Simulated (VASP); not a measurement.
**Na3SmP2: single point with PBE**

Crystal: Na3SmP2.

```xyz
6
Lattice="5.7446 0.0000 0.0000 0.0000 5.7446 0.0000 0.0000 0.0000 5.9801" Properties=species:S:1:pos:R:3 pbc="T T T"
Na    2.8723    0.0000    2.9901
Na    0.0000    2.8723    2.9901
Na    2.8723    2.8723    0.0000
Sm    2.8723    2.8723    2.9901
P     0.0000    0.0000    0.0000
P     0.0000    0.0000    2.9901
```

The cell was generated, and may not be a known phase.

```json
{
 "Program": "VASP 6.6.1",
 "Task": "single point",
 "Functional": "PBE",
 "Potentials or basis": "VASP PAW PBE potentials, release 64 (Na_pv, Sm_3, P), 4f in core",
 "Cutoff": "500 eV",
 "k mesh": "4 × 4 × 4",
 "Occupations": "gaussian, width 0.1 eV",
 "Spin": "no spin polarisation",
 "Dipole correction": "no",
 "Further INCAR settings": "ALGO = Normal; EDIFF = 1e-06; NBANDS = 30"
}
```

* Pressure: 0.0 GPa
* Band gap on the k mesh: zero (bands 21 and 22 overlap by 0.55 eV)

Stress tensor (GPa, compression positive):
```
-0.07  0.00  0.00
 0.00 -0.07  0.00
 0.00  0.00  0.03
```

Levels at points of the mesh, in eV from the Fermi level:
| k point | band 18 | band 19 | band 20 | band 21 | band 22 | band 23 | band 24 | band 25 |
| --- | --- | --- | --- | --- | --- | --- | --- | --- |
| (0.00, 0.00, 0.00) | -1.90 | -1.90 | -0.46 | -0.08 | 0.21 | 0.23 | 0.23 | 0.40 |
| (0.50, 0.00, 0.00) | -2.17 | -0.94 | 0.13 | 0.18 | 0.35 | 0.42 | 0.46 | 0.87 |
| (0.50, 0.50, 0.00) | -2.52 | -1.41 | -0.07 | -0.07 | 0.14 | 0.14 | 0.22 | 0.49 |
| (0.00, 0.00, 0.50) | -1.27 | -0.77 | -0.77 | -0.44 | -0.37 | -0.05 | 0.24 | 0.44 |
| (0.50, 0.00, 0.50) | -1.42 | -0.55 | -0.47 | 0.01 | 0.19 | 0.25 | 0.38 | 0.40 |
| (0.50, 0.50, 0.50) | -1.36 | -1.36 | -0.58 | -0.15 | 0.07 | 0.52 | 0.52 | 0.61 |

Run time: 40 s on 1 thread of Intel(R) Xeon(R) 6975P-C (Granite Rapids), with other jobs on the host, peak memory 0.32 GiB.

Caveat: spin-orbit coupling is left out, which moves the levels of the heavy elements; the 4f electrons are frozen in the core, so they carry no moment and show no levels. Spin polarisation is off, so any magnetic state and its effect on volume and gap are missing.
